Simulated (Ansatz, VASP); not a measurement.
Ag: VASP beside Ansatz

The input INCAR:

```
PREC     = Accurate       # precision mode
ENCUT    = 520            # plane-wave cutoff, eV
EDIFF    = 1E-6           # SCF threshold, eV
ISMEAR   = 0              # smearing method
SIGMA    = 0.1            # smearing width, eV
LREAL    = False          # projectors in reciprocal space
LASPH    = True           # aspherical terms in the spheres
NELM     = 100            # most SCF steps
ALGO     = Normal         # electronic algorithm
ISIF     = 2              # what is computed and relaxed
LWAVE    = False          # write WAVECAR
LCHARG   = False          # write CHGCAR
GGA      = PE             # functional
NBANDS   = 12             # bands
```

File KPOINTS:

```
Automatic mesh
0
Gamma
  18 18 18
```

The input POSCAR:

```
Ag
1.0
   -1.6722797683      1.6722797683      1.6722797683
    1.6722797683     -1.6722797683      1.6722797683
    1.6722797683      1.6722797683     -1.6722797683
Ag
1
Direct
    0.0000000000      0.0000000000      0.0000000000
```

Input for Ansatz:

```yaml
crystal:
  lattice:
    - [-1.6722797683, 1.6722797683, 1.6722797683]
    - [1.6722797683, -1.6722797683, 1.6722797683]
    - [1.6722797683, 1.6722797683, -1.6722797683]
  atoms:
    - { symbol: Ag, position: [0.0, 0.0, 0.0] }
basis:
  ecutwfc: 420
kpoints:
  mp_grid: { grid: [18, 18, 18] }
hamiltonian:
  xc: pbe
scf:
  occupations: { method: gaussian, width: 0.1 }
output:
  forces: true
  stress: true
  eigenvalues: true
```

Alike in both runs: task single point; functional PBE; k mesh 18 × 18 × 18; occupations gaussian, width 0.1 eV; no spin polarisation.

|  | VASP | Ansatz |
| --- | --- | --- |
| version | VASP 6.6.1 | Ansatz 0.2.0 |
| potentials or method | VASP PAW PBE potentials, release 64 (Ag), cutoff 520 eV | scalar-relativistic, plane waves, PAW |
| valence electrons in the cell | 11 | 19 |

Ansatz gave:

| Item | Value |
| --- | --- |
| gap on the k mesh at the Fermi level (eV) | none |
| pressure (GPa) | -2.9 |

Question: Which values does VASP return?

Answer: gap on the k mesh at the Fermi level (eV): none; pressure (GPa): -3.0.

A gap of «none» marks a metal or a gap that the smearing closes. The functional is the same, so the differences come from potentials, cutoffs and numerics. VASP's potentials hold 11 valence electrons a cell and Ansatz's 19, so a difference there can come from the potentials and not from the codes.
